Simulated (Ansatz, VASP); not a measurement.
## Two plane-wave programs on SnO2

Contents of POSCAR:

```
SnO2
1.0
    0.0000000000      2.5324160762      2.5324160762
    2.5324160762      0.0000000000      2.5324160762
    2.5324160762      2.5324160762      0.0000000000
Sn O
1 2
Direct
    0.0000000000      0.0000000000      0.0000000000
    0.2500000000      0.2500000000      0.2500000000
    0.7500000000      0.7500000000      0.7500000000
```

INCAR.step1

```
ALGO = Normal
EDIFF = 1E-4
ENCUT = 600
GGA = PE
ISMEAR = 0
LASPH = True
LCHARG = False
LREAL = False
LWAVE = True
NELM = 60
PREC = Accurate
SIGMA = 0.02
```

The input INCAR.step2:

```
ALGO = Normal
EDIFF = 1E-6
EDIFFG = -0.01
ENCUT = 600
IBRION = 2
ISIF = 3
ISMEAR = 0
ISTART = 1
LASPH = True
LCHARG = False
LMIXTAU = True
LREAL = False
LWAVE = False
METAGGA = R2SCAN
NELM = 60
NSW = 80
PREC = Accurate
SIGMA = 0.02
```

KPOINTS

```
k-points
0
Gamma
  10 10 10
```

Input for Ansatz:

```yaml
crystal:
  lattice:
    - [0.0, 2.5324160762, 2.5324160762]
    - [2.5324160762, 0.0, 2.5324160762]
    - [2.5324160762, 2.5324160762, 0.0]
  atoms:
    - { symbol: Sn, position: [0.0, 0.0, 0.0] }
    - { symbol: O, position: [0.25, 0.25, 0.25] }
    - { symbol: O, position: [0.75, 0.75, 0.75] }
basis:
  ecutwfc: 500
kpoints:
  mp_grid: { grid: [10, 10, 10] }
hamiltonian:
  xc: r2scan
scf:
  occupations: { method: gaussian, width: 0.02 }
output:
  forces: true
  stress: true
  eigenvalues: true
relax:
  adjacent_minimum: "off"
  f_tol: 0.01
  max_steps: 60
  cell: { stress_tol: 0.1 }
```

Alike in both runs: task relaxation of cell and atoms; functional r2SCAN; k mesh 10 × 10 × 10; occupations gaussian, width 0.02 eV; no spin polarisation.

|  | VASP | Ansatz |
| --- | --- | --- |
| version | VASP 6.6.1 | Ansatz 0.2.0 |
| potentials or method | VASP PAW PBE potentials, release 64 (Sn_d, O), cutoff 600 eV | scalar-relativistic, plane waves, PAW |
| valence electrons in the cell | 26 | 26 |

```csv
,VASP,Ansatz,Ansatz less VASP
"gap on the k mesh at the Fermi level, each at its own relaxed structure (eV)",0.81,0.84,+0.033
relaxed volume (Å³/atom),10.90,10.84,-0.054
relaxed cell length with the largest relative difference (Å),3.589,3.583,-0.0060
```

VASP's potentials were made for PBE, not for r2SCAN.
